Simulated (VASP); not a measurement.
# CoSi2 (I4/mmm) in VASP: single point with PBE

Aim: the single point of CoSi2 with PBE.

Everything below comes from runs of VASP 6.6.1. Logs are shortened: lines on timing, memory, paths and dates and some standing lists are left out, and cuts for length are marked.

**1. The cell of the first run**

It takes space group I4/mmm (No. 139, tetragonal). Conventional cell: a = 3.865 Å, b = 3.865 Å, c = 5.142 Å, α = 90.00°, β = 90.00°, γ = 90.00°. Co (site symmetry 4/mmm) has 8 Si at 2.32 Å within 3.1 Å. Within 3.1 Å of Si (site symmetry -4m2) lie 4 Co at 2.32 Å and 6 Si at 2.57 to 2.73 Å.

**2. Single point, PBE, collinear spin, ferromagnetic start (stretched by -4 % along [0.0, 0.0, 1.0] at fixed volume)**

The input, INCAR:

```
SYSTEM = CoSi2
PREC = Accurate
ENCUT = 520
EDIFF = 1E-7
ISMEAR = -1
SIGMA = 0.1
LREAL = .False.
LASPH = .True.
NELM = 150
ALGO = Normal
ISIF = 2
LWAVE = .False.
LCHARG = .True.
ISPIN = 2
MAGMOM = 2 0 0
LORBIT = 11
LMAXMIX = 4
GGA = PE
LELF = .True.
LVHAR = .True.
NBANDS = 20
```

The input, KPOINTS:

```
regular mesh
0
Gamma
  10 10 10
  0 0 0
```

The input, POSCAR:

```
CoSi2
1.0
    0.0000000000      2.7332223048      2.5708800000
    2.7332223048      0.0000000000      2.5708800000
    2.7332223048      2.7332223048      0.0000000000
Co Si
1 2
Direct
    0.0000000000      0.0000000000      0.0000000000
    0.2500000000      0.2500000000      0.2500000000
    0.7500000000      0.7500000000      0.7500000000
```

Potentials or basis: VASP PAW PBE potentials, release 64 (Co, Si).

The run is started by

```console
cat potpaw_PBE.64/Co/POTCAR potpaw_PBE.64/Si/POTCAR > POTCAR
mpirun -np 1 vasp_std > vasp.out
```

OUTCAR:

```text
SYSTEM = CoSi2
   PREC = Accurate
   ENCUT = 520
   EDIFF = 1E-7
   ISMEAR = -1
   LREAL = .False.
   LASPH = .True.
   NELM = 150
   ISIF = 2
   ISPIN = 2
   LORBIT = 11
   GGA = PE

 ion  position               nearest neighbor table
   1  0.000  0.000  0.000-   3 2.32   3 2.32   3 2.32   2 2.32   3 2.32   2 2.32   2 2.32   2 2.32

   2  0.250  0.250  0.250-   1 2.32   1 2.32   1 2.32   1 2.32   3 2.57   3 2.57   3 2.73   3 2.73
                             3 2.73   3 2.73
   3  0.750  0.750  0.750-   1 2.32   1 2.32   1 2.32   1 2.32   2 2.57   2 2.57   2 2.73   2 2.73
                             2 2.73   2 2.73

  LATTYP: Found a body centered tetragonal cell.
 ALAT       =     3.8653600524
 C/A-ratio  =     1.3302150201

  Lattice vectors:

 A1 = (   0.0000000000,  -2.7332223048,  -2.5708800000)
 A2 = (   0.0000000000,   2.7332223048,  -2.5708800000)
 A3 = (   2.7332223048,   0.0000000000,   2.5708800000)

Analysis of symmetry for initial positions (statically):
=====================================================================
 Subroutine PRICEL returns:
 Original cell was already a primitive cell.

 Routine SETGRP: Setting up the symmetry group for a
 body centered tetragonal supercell.

 Subroutine GETGRP returns: Found 16 space group operations
 (whereof 16 operations were pure point group operations)
 out of a pool of 16 trial point group operations.

The static configuration has the point symmetry D_4h.

Analysis of symmetry for dynamics (positions and initial velocities):
=====================================================================
 Subroutine PRICEL returns:
 Original cell was already a primitive cell.

 Routine SETGRP: Setting up the symmetry group for a
 body centered tetragonal supercell.

 Subroutine GETGRP returns: Found 16 space group operations
 (whereof 16 operations were pure point group operations)
 out of a pool of 16 trial point group operations.

The dynamic configuration has the point symmetry D_4h.

Analysis of structural, dynamic, and magnetic symmetry:
=====================================================================
 Subroutine PRICEL returns:
 Original cell was already a primitive cell.

 Routine SETGRP: Setting up the symmetry group for a
 body centered tetragonal supercell.

 Subroutine GETGRP returns: Found 16 space group operations
 (whereof 16 operations were pure point group operations)
 out of a pool of 16 trial point group operations.

The overall configuration has the point symmetry D_4h.

 Subroutine INISYM returns: Found 16 space group operations
 (whereof 16 operations are pure point group operations),
 and found     1 'primitive' translations

----------------------------------------------------------------------------------------

                                     Primitive cell

  volume of cell :      38.4115

  direct lattice vectors                    reciprocal lattice vectors
     0.000000000  2.733222305  2.570880000    -0.182934260  0.182934260  0.194485935
     2.733222305  0.000000000  2.570880000     0.182934260 -0.182934260  0.194485935
     2.733222305  2.733222305  0.000000000     0.182934260  0.182934260 -0.194485935

  length of vectors
     3.752323033  3.752323033  3.865360052     0.323658255  0.323658255  0.323658255

  position of ions in fractional coordinates (direct lattice)
     0.000000000  0.000000000  0.000000000
     0.250000000  0.250000000  0.250000000
     0.750000000  0.750000000  0.750000000

  ion indices of the primitive-cell ions
   primitive index   ion index
                 1           1
                 2           2
                 3           3

----------------------------------------------------------------------------------------

 KPOINTS: regular mesh

Automatic generation of k-mesh.
 Grid dimensions read from file:
 generate k-points for:   10   10   10

 Generating k-lattice:

  Cartesian coordinates                     Fractional coordinates (reciprocal lattice)
    -0.018293426  0.018293426  0.019448593     0.100000000  0.000000000  0.000000000
     0.018293426 -0.018293426  0.019448593     0.000000000  0.100000000  0.000000000
     0.018293426  0.018293426 -0.019448593    -0.000000000 -0.000000000  0.100000000

  Length of vectors
     0.032365825  0.032365825  0.032365825

  Shift w.r.t. Gamma in fractional coordinates (k-lattice)
     0.000000000  0.000000000  0.000000000

 Subroutine IBZKPT returns following result:
 ===========================================

 Found    102 irreducible k-points:

 Following reciprocal coordinates:
            Coordinates               Weight
  0.000000  0.000000  0.000000      1.000000
  0.100000  0.000000  0.000000      8.000000
  0.200000  0.000000  0.000000      8.000000
  0.300000 -0.000000  0.000000      8.000000
  0.400000 -0.000000  0.000000      8.000000
  0.500000 -0.000000  0.000000      4.000000
[... 16 lines left out ...]
  0.300000  0.300000  0.000000      2.000000
  0.400000  0.300000  0.000000      8.000000
 [... further k-points ...]
   k-points           NKPTS =    102   k-points in BZ     NKDIM =    102   number of bands    NBANDS=     20
   number of dos      NEDOS =    301   number of ions     NIONS =      3
   total plane-waves  NPLWV =  23520
   dimension x,y,z NGX =    28 NGY =   28 NGZ =   30
   dimension x,y,z NGXF=    56 NGYF=   56 NGZF=   60
   ions per type =               1   2
   NGX,Y,Z   is equivalent  to a cutoff of  12.41, 12.41, 12.90 a.u.
   NGXF,Y,Z  is equivalent  to a cutoff of  24.81, 24.81, 25.81 a.u.
 SYSTEM =  CoSi2
   PREC   = accura    normal or accurate (medium, high low for compatibility)
   ISTART =      0    job   : 0-new  1-cont  2-samecut
   ICHARG =      2    charge: 1-file 2-atom 10-const
   ISPIN  =      2    spin polarized calculation?
   LNONCOLLINEAR =      F non collinear calculations
   LSORBIT =      F    spin-orbit coupling
   LASPH  =      T    aspherical Exc in radial PAW
   ENCUT  =  520.0 eV  38.22 Ry    6.18 a.u.   6.98  6.98  7.19*2*pi/ulx,y,z
   NELM   =    150;   NELMIN=  2; NELMDL= -5     # of ELM steps
   EDIFF  = 0.1E-06   stopping-criterion for ELM
   LREAL  =      F    real-space projection
   EDIFFG = 0.1E-05   stopping-criterion for IOM
   NSW    =      0    number of steps for IOM
   IBRION =     -1    ionic relax: 0-MD 1-quasi-New 2-CG
   NFREE  =      0    steps in history (QN), initial steepest desc. (CG)
   ISIF   =      2    stress and relaxation
   ISYM   =      2    0-nonsym 1-usesym 2-fastsym
   POTIM  = 0.5000    time-step for ionic-motion
   TEBEG  =    0.0;   TEEND  =   0.0 temperature during run
   PSTRESS=    0.0 pullay stress
   NELECT =      17.0000    total number of electrons
   NUPDOWN=      -1.0000    fix difference up-down
   EMIN   =  10.00;   EMAX   =-10.00  energy-range for DOS
   EFERMI =   0.00;   METHOD = LEGACY
   ISMEAR =    -1;   SIGMA  =   0.10  broadening in eV -4-tet -1-fermi 0-gaus
   EFERMI_NEDOS =   21; number of points for ismear=-14 and -15
   IALGO  =     38    algorithm
   IMIX   =      4    mixing-type and parameters
     AMIX     =   0.40;   BMIX     =  1.00
     AMIX_MAG =   1.60;   BMIX_MAG =  1.00
  volume/ion in A,a.u.               =      12.80        86.40
  Fermi-wavevector in a.u.,A,eV,Ry     =   1.247586  2.357596 21.177078  1.556471
  Thomas-Fermi vector in A             =   2.381712
   LORBIT       =     11    0 simple, 1 ext, 2 COOP (PROOUT), +10 PAW based schemes
   GGA     = PE    functional components
   LHFCALC =     F    Hartree Fock is set to
   AEXX    =    0.0000 exact exchange contribution
   IVDW    =     0    specifies the selected vdW correction
   LEPSILON=     F    determine dielectric tensor
   LRPA    =     F    only Hartree local field effects (RPA)
 spin polarized calculation
  energy-cutoff  :      520.00
  volume of cell :       38.41
 maximum number of plane-waves:      1054
   NGX = 13   NGY = 13   NGZ = 15

 number of electron      17.0000003 magnetization       0.0000001

 number of electron      17.0000003 magnetization      -0.0000122

 Free energy of the ion-electron system (eV)
  ---------------------------------------------------
  ext. energy  EPLUGINS =         0.00000000
  ---------------------------------------------------
  free energy    TOTEN  =       -19.28189921 eV

  energy without entropy =      -19.24587426  energy(sigma->0) =      -19.26388674

 E-fermi :  10.0996     XC(G=0): -11.7474

 val. band max:       10.0968005477   @ k =   0.2000   0.0000   0.2000
 cond. band min:      10.1167762741   @ k =  -0.2000   0.1000   0.3000
 fundamental gap:      0.0199757264
 Fermi energy:        10.0995513499

 spin component 1

 k-point     1 :       0.0000    0.0000    0.0000
  band No.  band energies     occupation
      1      -3.0485      1.00000
      2       5.8198      1.00000
      3       6.1287      1.00000
      4       6.1287      1.00000
      5       8.0430      1.00000
      6       8.3171      1.00000
[... 12 lines left out ...]
     19      20.6797      0.00000
[... 513 lines left out ...]
      4       6.1302      1.00000
      5       6.1464      1.00000
      6       8.4409      1.00000
[... 12 lines left out ...]
     19      24.1131      0.00000
     20      24.3585      0.00000

 [... further k-points ...]

 spin component 2

 k-point     1 :       0.0000    0.0000    0.0000
  band No.  band energies     occupation
      1      -3.0485      1.00000
      2       5.8198      1.00000
      3       6.1287      1.00000
      4       6.1287      1.00000
      5       8.0430      1.00000
      6       8.3171      1.00000
[... 12 lines left out ...]
     19      20.6796      0.00000
[... 513 lines left out ...]
      4       6.1302      1.00000
      5       6.1464      1.00000
      6       8.4409      1.00000
[... 12 lines left out ...]
     19      24.1131      0.00000
     20      24.3585      0.00000

 [... further k-points ...]

------------------------ aborting loop because EDIFF is reached ----------------------------------------

  FORCE on cell =-STRESS in cart. coord.  units (eV):
  Direction    XX          YY          ZZ          XY          YZ          ZX
  --------------------------------------------------------------------------------------
  -------------------------------------------------------------------------------------
  Total       -0.3788853     -0.3788853      1.1780539      0.0000000      0.0000000      0.0000000
  in kB      -15.8036206    -15.8036206     49.1376086      0.0000000      0.0000000      0.0000000
  external PRESSURE =       5.8434558 kB  Pullay stress =       0.0000000 kB

 VOLUME and BASIS-vectors are now :
 -----------------------------------------------------------------------------
  energy-cutoff  :      520.00
  volume of cell :       38.41
      direct lattice vectors                 reciprocal lattice vectors
     0.000000000  2.733222305  2.570880000    -0.182934260  0.182934260  0.194485935
     2.733222305  0.000000000  2.570880000     0.182934260 -0.182934260  0.194485935
     2.733222305  2.733222305  0.000000000     0.182934260  0.182934260 -0.194485935

 POSITION                                       TOTAL-FORCE (eV/Angst)
 -----------------------------------------------------------------------------------
      0.00000      0.00000      0.00000        -0.000000      0.000000     -0.000000
      1.36661      1.36661      1.28544         0.000000      0.000000      0.000000
      4.09983      4.09983      3.85632        -0.000000     -0.000000     -0.000000
 -----------------------------------------------------------------------------------
    total drift:                               -0.000000     -0.000000      0.000000

  FREE ENERGIE OF THE ION-ELECTRON SYSTEM (eV)
  ---------------------------------------------------
  free  energy   TOTEN  =       -19.2818992127 eV

  energy  without entropy=      -19.2458742632  energy(sigma->0) =      -19.26388674

 total charge

# of ion       s       p       d       tot
------------------------------------------
    1        0.538   0.716   7.591   8.845
    2        0.718   0.876   0.000   1.594
    3        0.718   0.876   0.000   1.594
--------------------------------------------------
tot          1.974   2.468   7.591  12.033

 magnetization (x)

# of ion       s       p       d       tot
------------------------------------------
    1       -0.000  -0.000  -0.000  -0.000
    2        0.000   0.000   0.000   0.000
    3        0.000   0.000   0.000   0.000
--------------------------------------------------
tot          0.000   0.000  -0.000   0.000
```

Run time: 4.4 min. Hardware: 1 thread of Intel Xeon 8259CL, shared host; peak memory 0.26 GiB.

Results:

```
Free energy                                           : -19.2819 eV
Pressure                                              : 0.6 GPa
Net moment                                            : 0.00 μB per cell
Valence electrons inside the program's atomic spheres : Co 8.85; Si 1.59
```

Stress tensor (GPa, compression positive):
```
-1.58  0.00  0.00
 0.00 -1.58  0.00
 0.00  0.00  4.91
```

Levels at points of the mesh, in eV from the Fermi level:
Spin up:
```
           k point  band 5  band 6  band 7  band 8  band 9  band 10  band 11  band 12  band 13  band 14
(0.00, 0.00, 0.00)   -2.06   -1.78    0.78    2.86    3.21     3.21     3.67     3.67     3.87     4.98
(0.50, 0.00, 0.00)   -2.20   -1.62   -1.61   -0.70   -0.33     2.79     3.27     3.31     4.53     9.96
(0.50, 0.50, 0.00)   -3.91   -1.91   -1.91   -1.77   -1.39     1.28     2.71     8.67     9.44     9.44
(0.50, 0.00, 0.50)   -3.18   -2.16   -2.01   -1.83   -1.30     1.70     3.03     8.40     8.72    10.44
```
Spin down:
| k point | band 5 | band 6 | band 7 | band 8 | band 9 | band 10 | band 11 | band 12 | band 13 | band 14 |
| --- | --- | --- | --- | --- | --- | --- | --- | --- | --- | --- |
| (0.00, 0.00, 0.00) | -2.06 | -1.78 | 0.78 | 2.86 | 3.21 | 3.21 | 3.67 | 3.67 | 3.87 | 4.98 |
| (0.50, 0.00, 0.00) | -2.20 | -1.62 | -1.61 | -0.70 | -0.33 | 2.79 | 3.27 | 3.31 | 4.53 | 9.96 |
| (0.50, 0.50, 0.00) | -3.91 | -1.91 | -1.91 | -1.77 | -1.39 | 1.28 | 2.71 | 8.67 | 9.44 | 9.44 |
| (0.50, 0.00, 0.50) | -3.18 | -2.16 | -2.01 | -1.83 | -1.30 | 1.70 | 3.03 | 8.40 | 8.72 | 10.44 |
